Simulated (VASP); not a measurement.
Write the native input for VASP 6.6.1 that does the following.

- Task: single point
- Functional: PBEsol
- Potentials or basis: VASP PAW PBE potentials, release 64 (Bi_d, N)
- Cutoff: 520 eV
- k mesh: 8 × 8 × 6
- Occupations: gaussian, width 0.05 eV
- Spin: no spin polarisation
- Dipole correction: no
- Further INCAR settings: ALGO = Fast; EDIFF = 1e-06; NBANDS = 28

The structure of BiN lies in POSCAR:

```
BiN
1.0
    4.0171245072      0.0000000000      0.0000000000
    0.0000000000      4.0171245072      0.0000000000
    0.0000000000      0.0000000000      5.0404165838
Bi N
2 2
Direct
    0.5000000000      0.0000000000      0.2179041345
    0.0000000000      0.5000000000      0.7820958655
    0.0000000000      0.0000000000      0.0000000000
    0.5000000000      0.5000000000      0.0000000000
```

The input as run:

INCAR

```
PREC = Accurate
ENCUT = 520
EDIFF = 1E-6
ISMEAR = 0
SIGMA = 0.05
LREAL = False
LASPH = True
NELM = 100
ALGO = Fast
ISIF = 2
LWAVE = False
LCHARG = True
GGA = PS
LELF = True
LVHAR = True
NBANDS = 28
```

KPOINTS

```
regular mesh
0
Gamma
  8 8 6
```

Potentials or basis: VASP PAW PBE potentials, release 64 (Bi_d, N).

The run is started by

```console
$ cat potpaw_PBE.64/Bi_d/POTCAR potpaw_PBE.64/N/POTCAR > POTCAR
$ mpirun -np 1 vasp_std > vasp.out
```

Results of the run:

| Property | Result |
| --- | --- |
| Pressure | -0.7 GPa |
| Largest force | 0.039 eV/Å |
| Band gap on the k mesh | zero (bands 20 and 21 overlap by 0.29 eV) |

Caveat: the PAW data sets were made with another functional, which shifts forces and pressure a little; spin-orbit coupling is left out, which moves the levels of the heavy elements.

Run time: 60 s on 1 thread of Oxide Virtual Turin-like Processor (shared host), peak memory 0.22 GiB.
